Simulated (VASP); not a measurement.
# Al5H (F-43m) in VASP: further runs, part 3 of 3

VASP 6.6.1. Earlier steps stand in the parts before.

**6. Relaxation of cell and atoms, PBE**

This run uses another cell than the first one, of 17.22 Å³/atom.

Input file INCAR:

```
SYSTEM = Al5H
  PREC = Accurate
  ENCUT = 600
  EDIFF = 1E-7
  ISMEAR = 0
  SIGMA = 0.1
  LREAL = .False.
  LASPH = .True.
  NELM = 80
  ALGO = Normal
  ISIF = 3
  LWAVE = .False.
  LCHARG = .False.
  GGA = PE
  IBRION = 2
  NSW = 100
  EDIFFG = -0.01
```

Input file KPOINTS:

```
Automatic mesh
0
Gamma
  10 10 10
  0 0 0
```

Input file POSCAR:

```
Al5H
1.0
    0.0000000000      3.7245794830      3.7245794830
    3.7245794830      0.0000000000      3.7245794830
    3.7245794830      3.7245794830      0.0000000000
Al H
5 1
Direct
    0.7500000000      0.7500000000      0.7500000000
    0.3743665100      0.3743665100      0.8769004700
    0.3743665100      0.8769004700      0.3743665100
    0.3743665100      0.3743665100      0.3743665100
    0.8769004700      0.3743665100      0.3743665100
    0.0000000000      0.0000000000      0.0000000000
```

Potentials or basis: VASP PAW PBE potentials, release 64 (Al, H).

Run with:

```
> cat potpaw_PBE.64/Al/POTCAR potpaw_PBE.64/H/POTCAR > POTCAR
> mpirun -np 1 vasp_std > vasp.out
```

OUTCAR:

```text
SYSTEM = Al5H
   PREC = Accurate
   ENCUT = 600
   EDIFF = 1E-7
   ISMEAR = 0
   LREAL = .False.
   LASPH = .True.
   NELM = 80
   ISIF = 3
   GGA = PE
   IBRION = 2
   NSW = 100
   EDIFFG = -0.01

 ion  position               nearest neighbor table
   1  0.750  0.750  0.750-   2 3.09   3 3.09   5 3.09   4 3.09   4 3.09   4 3.09   3 3.09   2 3.09
                             5 3.09   2 3.09   3 3.09   5 3.09
   2  0.374  0.374  0.877-   3 2.62   4 2.62   5 2.62   3 2.65   5 2.65   4 2.65   1 3.09   1 3.09
                             1 3.09
   3  0.374  0.877  0.374-   2 2.62   4 2.62   5 2.62   5 2.65   2 2.65   4 2.65   1 3.09   1 3.09
                             1 3.09
   4  0.374  0.374  0.374-   2 2.62   3 2.62   5 2.62   5 2.65   3 2.65   2 2.65   1 3.09   1 3.09
                             1 3.09
   5  0.877  0.374  0.374-   2 2.62   3 2.62   4 2.62   3 2.65   2 2.65   4 2.65   1 3.09   1 3.09
                             1 3.09
   6  0.000  0.000  0.000-

  LATTYP: Found a face centered cubic cell.
 ALAT       =     7.4491589660

  Lattice vectors:

 A1 = (   0.0000000000,   3.7245794830,   3.7245794830)
 A2 = (   3.7245794830,   0.0000000000,   3.7245794830)
 A3 = (   3.7245794830,   3.7245794830,   0.0000000000)

Analysis of symmetry for initial positions (statically):
=====================================================================
 Subroutine PRICEL returns:
 Original cell was already a primitive cell.

 Routine SETGRP: Setting up the symmetry group for a
 face centered cubic supercell.

 Subroutine GETGRP returns: Found 24 space group operations
 (whereof 24 operations were pure point group operations)
 out of a pool of 48 trial point group operations.

The static configuration has the point symmetry T_d .

Analysis of symmetry for dynamics (positions and initial velocities):
=====================================================================
 Subroutine PRICEL returns:
 Original cell was already a primitive cell.

 Routine SETGRP: Setting up the symmetry group for a
 face centered cubic supercell.

 Subroutine GETGRP returns: Found 24 space group operations
[... 156 lines left out ...]
  ext. energy  EPLUGINS =         0.00000000
  ---------------------------------------------------
  free energy    TOTEN  =       -18.92681162 eV

  energy without entropy =      -18.91465353  energy(sigma->0) =      -18.92073258

------------------------ aborting loop because EDIFF is reached ----------------------------------------

  FORCE on cell =-STRESS in cart. coord.  units (eV):
  Direction    XX          YY          ZZ          XY          YZ          ZX
  --------------------------------------------------------------------------------------
  -------------------------------------------------------------------------------------
  Total        0.1563100      0.1563100      0.1563100      0.0000000      0.0000000     -0.0000000
  in kB        2.4234592      2.4234592      2.4234592      0.0000000      0.0000000     -0.0000000
  external PRESSURE =       2.4234592 kB  Pullay stress =       0.0000000 kB
[... 67 lines left out ...]
--------------------------------------- Ionic step        3  -------------------------------------------

 number of electron      16.0000000 magnetization

 Free energy of the ion-electron system (eV)
  ---------------------------------------------------
  ext. energy  EPLUGINS =         0.00000000
  ---------------------------------------------------
  free energy    TOTEN  =       -18.92741817 eV

  energy without entropy =      -18.91524078  energy(sigma->0) =      -18.92132947

 E-fermi :   5.6833     XC(G=0):  -9.4242

 val. band max:        5.6582846833   @ k =  -0.4000   0.4000   0.2000
 cond. band min:       5.7140130599   @ k =  -0.4000   0.4000   0.0000
 fundamental gap:      0.0557283766
 Fermi energy:         5.6832764292

 k-point     1 :       0.0000    0.0000    0.0000
  band No.  band energies     occupation
      1      -4.5545      2.00000
      2       1.2469      2.00000
      3       3.0325      2.00000
      4       3.2138      2.00000
      5       3.2138      2.00000
      6       3.2138      2.00000
      7       3.8432      2.00000
      8       3.8432      2.00000
      9       3.8432      2.00000
     10       5.1384      2.00000
     11       6.0452      0.00000
     12       6.0452      0.00000
[... 331 lines left out ...]
 k-point    24 :       0.4000    0.3000    0.0000
  band No.  band energies     occupation
      1      -3.3324      2.00000
      2      -0.9209      2.00000
      3       0.3033      2.00000
      4       1.4053      2.00000
      5       1.4729      2.00000
      6       2.4457      2.00000
      7       5.3959      1.99995
      8       6.3232      0.00000
      9       6.9204      0.00000
     10       7.5594      0.00000
     11       7.7559      0.00000
     12       7.9033      0.00000

 [... further k-points ...]

------------------------ aborting loop because EDIFF is reached ----------------------------------------

  FORCE on cell =-STRESS in cart. coord.  units (eV):
  Direction    XX          YY          ZZ          XY          YZ          ZX
  --------------------------------------------------------------------------------------
  -------------------------------------------------------------------------------------
  Total        0.0231777      0.0231777      0.0231777     -0.0000000     -0.0000000      0.0000000
  in kB        0.3581172      0.3581172      0.3581172     -0.0000000     -0.0000000      0.0000000
  external PRESSURE =       0.3581172 kB  Pullay stress =       0.0000000 kB
[... 21 lines left out ...]
  FREE ENERGIE OF THE ION-ELECTRON SYSTEM (eV)
  ---------------------------------------------------
  free  energy   TOTEN  =       -18.9274181708 eV

  energy  without entropy=      -18.9152407762  energy(sigma->0) =      -18.92132947

 reached required accuracy - stopping structural energy minimisation
```

CONTCAR:

```text
Al5H
   1.00000000000000
     0.0000000000000000    3.7288554466521151    3.7288554466521151
     3.7288554466521151    0.0000000000000000    3.7288554466521151
     3.7288554466521151    3.7288554466521151   -0.0000000000000000
  Al              H
     5     1
Direct
     0.7500000000000000    0.7500000000000000    0.7500000000000000
     0.3745799045307788    0.3745799045307788    0.8762602864076706
     0.3745799045307788    0.8762602864076706    0.3745799045307788
     0.3745799045307788    0.3745799045307788    0.3745799045307788
     0.8762602864076706    0.3745799045307788    0.3745799045307788
     0.0000000000000000    0.0000000000000000    0.0000000000000000

  0.00000000E+00  0.00000000E+00  0.00000000E+00
  0.00000000E+00  0.00000000E+00  0.00000000E+00
  0.00000000E+00  0.00000000E+00  0.00000000E+00
  0.00000000E+00  0.00000000E+00  0.00000000E+00
  0.00000000E+00  0.00000000E+00  0.00000000E+00
  0.00000000E+00  0.00000000E+00  0.00000000E+00
```

It took 2.7 min on 1 thread of Intel Xeon 8259CL, shared host; peak memory 0.29 GiB.

Results:

| Item | Value |
| --- | --- |
| Free energy | -18.9274 eV |
| Relaxed volume | 17.28 Å³/atom |
| Relaxed cell | a = 5.273 Å, b = 5.273 Å, c = 5.273 Å, α = 60.00°, β = 60.00°, γ = 60.00° |
| Space group after relaxing (to 0.1 Å) | F-43m (No. 216) |
| Energy gained by relaxing | 0.1 meV/atom |
| Ionic steps | 3 |
| Pressure after relaxing | 0.0 GPa |
| Largest force after relaxing | 0.007 eV/Å |
| Band gap on the k mesh | zero (bands 8 and 9 overlap by 3.57 eV) |

Forces in eV/Å, atoms in the order of the input:
```
Al   0.000  0.000  0.000
Al   0.004  0.004 -0.004
Al   0.004 -0.004  0.004
Al  -0.004 -0.004 -0.004
Al  -0.004  0.004  0.004
H    0.000  0.000  0.000
```

The path:
| step | energy change (eV) | largest force (eV/Å) | pressure (GPa) | volume (Å³) |
| --- | --- | --- | --- | --- |
| 1 | 0.0000 | 0.0625 | 0.24 | 103.34 |
| 2 | -0.0006 | 0.0138 | 0.02 | 103.73 |
| 3 | -0.0006 | 0.0072 | 0.04 | 103.69 |

Final structure:
```
Al H
1.0
     0.00000    3.72886    3.72886
     3.72886    0.00000    3.72886
     3.72886    3.72886    0.00000
Al H
5 1
Direct
  0.75000 0.75000 0.75000
  0.37458 0.37458 0.87626
  0.37458 0.87626 0.37458
  0.37458 0.37458 0.37458
  0.87626 0.37458 0.37458
  0.00000 0.00000 0.00000
```

Levels at points of the mesh, in eV from the Fermi level:
```
           k point  band 4  band 5  band 6  band 7  band 8  band 9  band 10  band 11  band 12
(0.00, 0.00, 0.00)   -2.47   -2.47   -2.47   -1.84   -1.84   -1.84    -0.54     0.36     0.36
(0.50, 0.00, 0.00)   -3.18   -3.18   -2.20   -2.07   -2.07    0.91     1.69     2.04     2.04
(0.50, 0.50, 0.00)   -4.54   -4.54   -4.09    0.86    1.73    2.09     2.09     2.38     3.20
```

**7. The runs side by side**

| task | cell | k mesh | cutoff (eV) | gap on the mesh (eV) | pressure (GPa) | relaxed volume (Å³/atom) | largest force (eV/Å) |
| --- | --- | --- | --- | --- | --- | --- | --- |
| single point | a = 5.102 Å, angles 60.0°, 6 atoms, atomic positions A | 4 × 4 × 4 | 520 | none | 7.5 | - | 0.89 |
| single point | a = 5.267 Å, angles 60.0°, 6 atoms, atomic positions B | 4 × 4 × 4 | 520 | none | 0.3 | - | 0.05 |
| relaxation of cell and atoms | relaxed from a = 5.102 Å, angles 60.0°, 6 atoms, atomic positions A | 4 × 4 × 4 | 600 | none | -0.1 | 17.34 | 0.01 |
| single point | a = 5.274 Å, angles 60.0°, 6 atoms, atomic positions B | 10 × 10 × 10 | 520 | none | 0.0 | - | - |
| relaxation of cell and atoms | relaxed from a = 5.267 Å, angles 60.0°, 6 atoms, atomic positions B | 10 × 10 × 10 | 600 | none | 0.0 | 17.28 | 0.01 |

Alike in all rows: level PBE; potentials or basis VASP PAW PBE potentials, release 64 (Al, H); no spin polarisation; smearing gaussian 0.1 eV.

Caveats: some runs use coarse meshes.

Total energies depend on the potentials used, so only differences within one code and one set of settings carry meaning.
